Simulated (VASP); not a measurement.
# K3Li5Cl8 in VASP: notebook

K3Li5Cl8 is run at these levels: PBE; tasks: single point.

All numbers are computed with VASP 6.6.1; they aren't measurements. Logs are shortened: lines on timing, memory, paths and dates and some standing lists are left out, and cuts for length are marked.

## Step 1: The cell of the first run

The cell holds an amorphous packing of atoms, 16 atoms: a = 7.280 Å, b = 7.692 Å, c = 7.142 Å, α = 91.87°, β = 88.52°, γ = 87.97°.

## Step 2: Single point, PBE

File INCAR:

```
  ALGO = Normal
  EDIFF = 1E-7
  ENCUT = 520
  GGA = PE
  ISIF = 2
  ISMEAR = -1
  ISYM = 0
  LASPH = T
  LCHARG = T
  LELF = T
  LREAL = Auto
  LVHAR = T
  LWAVE = F
  NBANDS = 63
  NELM = 60
  PREC = Accurate
  SIGMA = 0.0552
```

File KPOINTS:

```
k-points
0
Gamma
  1 1 1
```

File POSCAR:

```
K3Li5Cl8
1.0
    7.2786070000      0.1333350000      0.0943410000
    0.1333350000      7.6899040000     -0.1216970000
    0.0943410000     -0.1216970000      7.1404950000
Li Cl K
5 8 3
Direct
    0.2294840767      0.1580725788      0.0123274649
    0.8010714570      0.4381007378      0.0301197134
    1.0529403906      0.2802779691      0.5949570077
    0.5359149091      0.4160749240      0.6022370048
    0.6550355621      0.0608860014      0.9212361235
    0.5533771175      0.3380899383      0.9320254941
    1.0573843316      0.3949704794     -0.1134012380
    0.8060774217      0.4606971135      0.4087850081
    0.2590028881      0.5919134302      0.5709393393
    0.2719524043      0.1728664912      0.3170537997
    0.3271951786      0.9243083364      0.8286559449
    0.7784443054      0.7592695592      0.1009383262
    0.8145143664      0.1165872674      0.6307317939
    0.2558342596      0.6224604792      0.1445310042
    0.5383685287      0.9235580140      0.5113095121
   -0.0901308569      0.7262267883      0.7078538192
```

Potentials or basis: VASP PAW PBE potentials, release 64 (Li_sv, Cl, K_sv).

Started as:

```console
> cat potpaw_PBE.64/Li_sv/POTCAR potpaw_PBE.64/Cl/POTCAR potpaw_PBE.64/K_sv/POTCAR > POTCAR
> mpirun -np 1 vasp_gam > vasp.out
```

OUTCAR:

```text
EDIFF = 1E-7
   ENCUT = 520
   GGA = PE
   ISIF = 2
   ISMEAR = -1
   ISYM = 0
   LASPH = T
   LREAL = Auto
   NELM = 60
   PREC = Accurate

 ion  position               nearest neighbor table
   1  0.229  0.158  0.012-  10 2.21  11 2.27   7 2.39
   2  0.801  0.438  0.030-   6 2.11   7 2.12  12 2.50
   3  0.053  0.280  0.595-  13 2.19   7 2.24  10 2.61
   4  0.536  0.416  0.602-   9 2.41   8 2.42   6 2.45
   5  0.655  0.061  0.921-   6 2.23  13 2.41
   6  0.553  0.338  0.932-   2 2.11   5 2.23   4 2.45
   7  0.057  0.395  0.887-   2 2.12   3 2.24   1 2.39  14 2.94  16 3.06
   8  0.806  0.461  0.409-   4 2.42  16 3.04
   9  0.259  0.592  0.571-   4 2.41  16 2.85  14 3.06
  10  0.272  0.173  0.317-   1 2.21   3 2.61  15 3.07
  11  0.327  0.924  0.829-   1 2.27  15 2.71
  12  0.778  0.759  0.101-   2 2.50  16 2.94
  13  0.815  0.117  0.631-   3 2.19   5 2.41  15 2.68  16 3.13
  14  0.256  0.622  0.145-   7 2.94   9 3.06
  15  0.538  0.924  0.511-  13 2.68  11 2.71  10 3.07  16 3.41
  16  0.910  0.726  0.708-   9 2.85  12 2.94   8 3.04   7 3.06  13 3.13  15 3.41

IMPORTANT INFORMATION: All symmetrisations will be switched off!
NOSYMM: (Re-)initialisation of all symmetry stuff for point group C_1.

----------------------------------------------------------------------------------------

                                     Primitive cell

  volume of cell :     399.3600

  direct lattice vectors                    reciprocal lattice vectors
     7.278607000  0.133335000  0.094341000     0.137457197 -0.002412758 -0.001857221
     0.133335000  7.689904000 -0.121697000    -0.002412758  0.130118070  0.002249508
     0.094341000 -0.121697000  7.140495000    -0.001857221  0.002249508  0.140109190

  length of vectors
     7.280439431  7.692022615  7.142155083     0.137490915  0.130159877  0.140139554

  position of ions in fractional coordinates (direct lattice)
     0.229484077  0.158072579  0.012327465
     0.801071457  0.438100738  0.030119713
     0.052940391  0.280277969  0.594957008
     0.535914909  0.416074924  0.602237005
     0.655035562  0.060886001  0.921236124
     0.553377117  0.338089938  0.932025494
[... 8 lines left out ...]
     0.538368529  0.923558014  0.511309512
     0.909869143  0.726226788  0.707853819

  ion indices of the primitive-cell ions
   primitive index   ion index
                 1           1
                 2           2
                 3           3
[... 62 lines left out ...]
   LREAL  =      T    real-space projection
   EDIFFG = 0.1E-05   stopping-criterion for IOM
   NSW    =      0    number of steps for IOM
   IBRION =     -1    ionic relax: 0-MD 1-quasi-New 2-CG
   NFREE  =      0    steps in history (QN), initial steepest desc. (CG)
   ISIF   =      2    stress and relaxation
   ISYM   =      0    0-nonsym 1-usesym 2-fastsym
   POTIM  = 0.5000    time-step for ionic-motion
   TEBEG  =    0.0;   TEEND  =   0.0 temperature during run
   PSTRESS=    0.0 pullay stress
   NELECT =      98.0000    total number of electrons
   NUPDOWN=      -1.0000    fix difference up-down
   EMIN   =  10.00;   EMAX   =-10.00  energy-range for DOS
   EFERMI =   0.00;   METHOD = LEGACY
   ISMEAR =    -1;   SIGMA  =   0.06  broadening in eV -4-tet -1-fermi 0-gaus
   EFERMI_NEDOS =   21; number of points for ismear=-14 and -15
   IALGO  =     38    algorithm
   IMIX   =      4    mixing-type and parameters
     AMIX     =   0.40;   BMIX     =  1.00
     AMIX_MAG =   1.60;   BMIX_MAG =  1.00
  volume/ion in A,a.u.               =      24.96       168.44
  Fermi-wavevector in a.u.,A,eV,Ry     =   1.024933  1.936842 14.292742  1.050487
  Thomas-Fermi vector in A             =   2.158746
   LORBIT       =      0    0 simple, 1 ext, 2 COOP (PROOUT), +10 PAW based schemes
   GGA     = PE    functional components
   LHFCALC =     F    Hartree Fock is set to
   AEXX    =    0.0000 exact exchange contribution
   IVDW    =     0    specifies the selected vdW correction
   LEPSILON=     F    determine dielectric tensor
   LRPA    =     F    only Hartree local field effects (RPA)
 non-spin polarized calculation
  energy-cutoff  :      520.00
  volume of cell :      399.36
 maximum number of plane-waves:      5381
 NGX is ok and might be reduce to    54
   NGX = 27   NGY = 29   NGZ = 27

 number of electron      98.0000002 magnetization

 Free energy of the ion-electron system (eV)
  ---------------------------------------------------
  ext. energy  EPLUGINS =         0.00000000
  ---------------------------------------------------
  free energy    TOTEN  =       -53.73229143 eV

  energy without entropy =      -53.73229143  energy(sigma->0) =      -53.73229143

 E-fermi :   0.7836     XC(G=0):  -7.4851

 val. band max:       -0.5485424513   @ k =   0.0000   0.0000   0.0000
 cond. band min:       3.7025201188   @ k =   0.0000   0.0000   0.0000
 fundamental gap:      4.2510625701
 Fermi energy:         0.7836021558

 k-point     1 :       0.0000    0.0000    0.0000
  band No.  band energies     occupation
      1     -45.4135      2.00000
      2     -45.0471      2.00000
      3     -44.5487      2.00000
      4     -44.4749      2.00000
      5     -44.4583      2.00000
      6     -28.9917      2.00000
[... 53 lines left out ...]
     60       6.9567      0.00000
     61       7.0769      0.00000
 [bands above 61 left out]

------------------------ aborting loop because EDIFF is reached ----------------------------------------

  FORCE on cell =-STRESS in cart. coord.  units (eV):
  Direction    XX          YY          ZZ          XY          YZ          ZX
  --------------------------------------------------------------------------------------
  -------------------------------------------------------------------------------------
  Total        6.4859457      6.7286727      7.2607704      2.5499720      2.0135076      0.3981701
  in kB       26.0207188     26.9945059     29.1292087     10.2301356      8.0779146      1.5974035
  external PRESSURE =      27.3814778 kB  Pullay stress =       0.0000000 kB

 VOLUME and BASIS-vectors are now :
 -----------------------------------------------------------------------------
  energy-cutoff  :      520.00
  volume of cell :      399.36
      direct lattice vectors                 reciprocal lattice vectors
     7.278607000  0.133335000  0.094341000     0.137457197 -0.002412758 -0.001857221
     0.133335000  7.689904000 -0.121697000    -0.002412758  0.130118070  0.002249508
     0.094341000 -0.121697000  7.140495000    -0.001857221  0.002249508  0.140109190

 POSITION                                       TOTAL-FORCE (eV/Angst)
 -----------------------------------------------------------------------------------
      1.69256      1.24466      0.09044         0.064627      0.101278     -0.123341
      5.89194      3.47210      0.23733        -0.068742      0.640767      1.114359
      0.47883      2.08996      4.21917         0.284038      0.321523     -0.875946
      4.01301      3.19774      4.30019        -0.043032     -0.012551     -0.241601
      4.86277      0.44343      6.63247        -0.039599     -0.451857      0.107484
      4.16082      2.56024      6.66618        -0.980433      0.143696     -0.033053
[... 8 lines left out ...]
      4.08995      7.11163      3.58940        -0.558355     -0.673286     -1.514916
      6.78619      5.61979      5.05189         0.316102      0.221612     -0.196464
 -----------------------------------------------------------------------------------
    total drift:                               -0.000122     -0.001595     -0.006132

  FREE ENERGIE OF THE ION-ELECTRON SYSTEM (eV)
  ---------------------------------------------------
  free  energy   TOTEN  =       -53.7322914348 eV

  energy  without entropy=      -53.7322914347  energy(sigma->0) =      -53.73229143
```

It took 56 s on 1 thread of AMD EPYC 7R43 (Zen 3), shared host; peak memory 0.34 GiB.

Results:

```yaml
Free_energy: -53.7323 eV
Largest_force: 1.749 eV/Å
Band_gap_on_the_k_mesh: 4.25 eV
```

Forces on the atoms (eV/Å):
```
Li   0.065  0.101 -0.123
Li  -0.069  0.641  1.114
Li   0.284  0.322 -0.876
Li  -0.043 -0.013 -0.242
Li  -0.040 -0.452  0.107
Cl  -0.980  0.144 -0.033
Cl   0.490 -0.403  0.421
Cl  -0.325  0.098  0.069
Cl   0.976 -0.298 -0.690
Cl  -0.029 -0.067  0.433
Cl  -0.138  0.430  1.188
Cl  -0.288  0.706 -0.376
Cl   0.226 -0.879  0.601
K    0.113  0.123  0.119
K   -0.558 -0.673 -1.515
K    0.316  0.222 -0.196
```

Levels at points of the mesh, in eV from the valence-band top:
| k point | band 45 | band 46 | band 47 | band 48 | band 49 | band 50 | band 51 | band 52 | band 53 | band 54 |
| --- | --- | --- | --- | --- | --- | --- | --- | --- | --- | --- |
| (0.00, 0.00, 0.00) | -0.73 | -0.65 | -0.53 | -0.15 | 0.00 | 4.25 | 5.93 | 6.01 | 6.29 | 6.59 |

Caveat: the k points lie up to 0.88 Å⁻¹ apart; the cutoff is under 1.25 times the usual one of these potentials, so pressure, stress and relaxed cells hold a basis-set (Pulay) error.

## Step 3: Single point, PBE

File INCAR:

```
PREC = Accurate ; ENCUT = 520
EDIFF = 1E-6 ; ISMEAR = -1
SIGMA = 0.05 ; LREAL = Auto
LASPH = T ; NELM = 80
ALGO = Normal ; ISIF = 2
LWAVE = F ; LCHARG = F
GGA = PE ; NBANDS = 63
ISYM = 0
```

File KPOINTS:

```
Automatic mesh
0
Gamma
  1 1 1
```

File POSCAR:

```
K3Li5Cl8
1.0
    7.2786070000      0.1333350000      0.0943410000
    0.1333350000      7.6899040000     -0.1216970000
    0.0943410000     -0.1216970000      7.1404950000
Li Cl K
5 8 3
Direct
    0.2125252153      0.1883574563      0.0121351105
    0.7659543237      0.4696502135      0.0935403113
    0.0184289285      0.2555567006      0.5107579909
    0.5069867968      0.3686908527      0.5871249723
    0.6198767089      0.0509143188      0.9045948959
    0.5011586171      0.3715041491      0.9700011183
    0.0123341907      0.4166420942      0.9275108341
    0.7660933879      0.4492443437      0.4262548566
    0.2861165727      0.5748373905      0.5595018920
    0.2457020094      0.1329047716      0.3321331839
    0.3134510492      0.9437042189      0.8516466557
    0.7448076217      0.8359888867      0.1022721035
    0.7992950198      0.0793869318      0.6575255441
    0.2392145708      0.6481832049      0.1467192694
    0.5376226112      0.8846497590      0.4475840074
    0.9337364170      0.7261600699      0.6998444610
```

Potentials or basis: VASP PAW PBE potentials, release 64 (Li_sv, Cl, K_sv).

Started as:

```console
> cat potpaw_PBE.64/Li_sv/POTCAR potpaw_PBE.64/Cl/POTCAR potpaw_PBE.64/K_sv/POTCAR > POTCAR
> mpirun -np 1 vasp_gam > vasp.out
```

It took 50 s on 1 thread of AMD EPYC 7R43 (Zen 3), shared host; peak memory 0.34 GiB.

Results (log left out):

```yaml
Free_energy: -55.2452 eV
Largest_force: 0.707 eV/Å
Band_gap_on_the_k_mesh: 4.87 eV
```

Forces on the atoms (eV/Å):
```
Li   0.152  0.128  0.108
Li  -0.501  0.226  0.364
Li  -0.244  0.182  0.197
Li   0.026 -0.043  0.224
Li  -0.411  0.020  0.575
Cl   0.100 -0.424 -0.233
Cl   0.298 -0.354 -0.207
Cl   0.202  0.188 -0.252
Cl   0.057 -0.029 -0.341
Cl  -0.057  0.075 -0.047
Cl   0.117 -0.004 -0.073
Cl   0.219 -0.228 -0.322
Cl   0.149  0.269 -0.271
K    0.045  0.297 -0.065
K   -0.378 -0.237  0.191
K    0.227 -0.065  0.150
```

Levels at points of the mesh, in eV from the valence-band top:
```tsv
k point	band 45	band 46	band 47	band 48	band 49	band 50	band 51	band 52	band 53	band 54
(0.00, 0.00, 0.00)	-0.42	-0.34	-0.31	-0.25	0.00	4.87	6.63	6.97	7.13	7.23
```

Caveat: the k points lie up to 0.88 Å⁻¹ apart; the cutoff is under 1.25 times the usual one of these potentials, so pressure, stress and relaxed cells hold a basis-set (Pulay) error.

## Step 4: Single point, PBE

File INCAR:

```
SYSTEM = K3Li5Cl8
PREC = Accurate
ENCUT = 520
EDIFF = 1E-7
ISMEAR = -1
SIGMA = 0.05
LREAL = Auto
LASPH = .True.
NELM = 60
ALGO = Normal
ISIF = 2
LWAVE = .False.
LCHARG = .False.
GGA = PE
NBANDS = 63
ISYM = 0
```

File KPOINTS:

```
Automatic mesh
0
Gamma
  1 1 1
  0 0 0
```

File POSCAR:

```
K3Li5Cl8
1.0
    7.2786070000      0.1333350000      0.0943410000
    0.1333350000      7.6899040000     -0.1216970000
    0.0943410000     -0.1216970000      7.1404950000
Li Cl K
5 8 3
Direct
    0.1946712927      0.1912847486      0.0573050322
    0.7478642087      0.4881112491      0.0717611899
    0.0459899780      0.2789710397      0.5969135470
    0.5336019635      0.3984413158      0.6289825243
    0.5989756006      0.0402959118      0.9453487377
    0.4743248979      0.3584046737      0.9890354224
    0.0023312994      0.4113335227      0.9359158040
    0.7424300038      0.4771536564      0.4090956691
    0.2770022516      0.5597485723      0.5368651687
    0.2105832360      0.1462235460      0.3544553051
    0.2808215010      0.9684253540      0.8499662109
    0.7175992325      0.8174727530      0.0777018894
    0.7654269911      0.0925447243      0.6765594357
    0.2606498684      0.7071158033      0.1327180962
    0.5398904185      0.8916368210      0.4441592248
    0.9453569336      0.7522734743      0.6756449667
```

Started as:

```console
> cat potpaw_PBE.64/Li_sv/POTCAR potpaw_PBE.64/Cl/POTCAR potpaw_PBE.64/K_sv/POTCAR > POTCAR
> mpirun -np 1 vasp_gam > vasp.out
```

Wall time 48 s (1 thread of AMD EPYC 7R43 (Zen 3), shared host); peak memory 0.34 GiB.

Results (log left out):

| Quantity | Value |
| --- | --- |
| Free energy | -55.1262 eV |
| Largest force | 0.906 eV/Å |
| Band gap on the k mesh | 4.78 eV |

Forces in eV/Å, atoms in the order of the input:
```
Li   0.057  0.371 -0.355
Li  -0.637  0.110  0.567
Li  -0.222  0.183  0.088
Li  -0.177 -0.187  0.122
Li  -0.448  0.683 -0.391
Cl   0.366 -0.027 -0.206
Cl   0.490  0.074 -0.502
Cl   0.387  0.155  0.145
Cl   0.082  0.169  0.101
Cl   0.008 -0.590  0.266
Cl   0.099 -0.064 -0.209
Cl   0.250 -0.517  0.054
Cl   0.147  0.533 -0.115
K   -0.194 -0.514  0.037
K   -0.491 -0.144  0.224
K    0.285 -0.236  0.175
```

Levels at points of the mesh, in eV from the valence-band top:
```tsv
k point	band 45	band 46	band 47	band 48	band 49	band 50	band 51	band 52	band 53	band 54
(0.00, 0.00, 0.00)	-0.39	-0.32	-0.24	-0.02	0.00	4.78	6.45	6.97	7.06	7.12
```

Caveat: the k points lie up to 0.88 Å⁻¹ apart; the cutoff is under 1.25 times the usual one of these potentials, so pressure, stress and relaxed cells hold a basis-set (Pulay) error.

## Step 5: Single point, PBE

File INCAR:

```
ALGO = Normal
EDIFF = 1E-7
ENCUT = 520
GGA = PE
ISIF = 2
ISMEAR = -1
ISYM = 0
LASPH = True
LCHARG = False
LREAL = Auto
LWAVE = False
NBANDS = 63
NELM = 100
PREC = Accurate
SIGMA = 0.05
```

File KPOINTS:

```
k-points
0
Gamma
  1 1 1
```

File POSCAR:

```
K3Li5Cl8
1.0
    7.2786070000      0.1333350000      0.0943410000
    0.1333350000      7.6899040000     -0.1216970000
    0.0943410000     -0.1216970000      7.1404950000
Li Cl K
5 8 3
Direct
    0.1775012219      0.2147064221      0.0391291479
    0.7482672435      0.4756438847      0.1493711786
   -0.0291510761      0.3137463574      0.5860745133
    0.5061379213      0.3736575734      0.6555935475
    0.5577237898      0.0535847525      0.9313023654
    0.4836040050      0.3679805369      0.9943165624
   -0.0074497552      0.4259322229      0.9219339123
    0.7587039514      0.5025372901      0.4592414659
    0.2970688610      0.5616834150      0.5588816200
    0.1905052925      0.1393820021      0.3760013713
    0.2643173214      0.9764446043      0.8727578996
    0.6954454362      0.8074600322      0.0600618648
    0.7406109566      0.1142915475      0.6705127530
    0.2293317880      0.6920983305      0.1244539630
    0.5315256814      0.8412518321      0.4663204946
    0.9506114729      0.7610546509      0.7180701661
```

Started as:

```console
> cat potpaw_PBE.64/Li_sv/POTCAR potpaw_PBE.64/Cl/POTCAR potpaw_PBE.64/K_sv/POTCAR > POTCAR
> mpirun -np 1 vasp_gam > vasp.out
```

Wall time 51 s (1 thread of AMD EPYC 7R43 (Zen 3), shared host); peak memory 0.34 GiB.

The run converged. Its results:

* Free energy: -55.3872 eV
* Largest force: 0.652 eV/Å
* Band gap on the k mesh: 4.63 eV

Forces on the atoms (eV/Å):
```
Li   0.224  0.102  0.580
Li  -0.184  0.091 -0.609
Li   0.387 -0.344 -0.052
Li   0.299 -0.234  0.035
Li   0.145  0.169  0.117
Cl   0.033 -0.205  0.267
Cl  -0.160  0.024  0.142
Cl   0.172  0.059  0.003
Cl  -0.597  0.249 -0.087
Cl  -0.213 -0.043 -0.270
Cl   0.002 -0.203 -0.421
Cl  -0.023 -0.079  0.308
Cl  -0.162 -0.171 -0.134
K    0.050 -0.257  0.305
K   -0.174  0.568 -0.025
K    0.200  0.276 -0.158
```

Levels at points of the mesh, in eV from the valence-band top:
| k point | band 46 | band 47 | band 48 | band 49 | band 50 | band 51 | band 52 | band 53 |
| --- | --- | --- | --- | --- | --- | --- | --- | --- |
| (0.00, 0.00, 0.00) | -0.48 | -0.45 | -0.27 | 0.00 | 4.63 | 6.53 | 6.54 | 6.87 |

Caveat: the k points lie up to 0.88 Å⁻¹ apart; the cutoff is under 1.25 times the usual one of these potentials, so pressure, stress and relaxed cells hold a basis-set (Pulay) error.
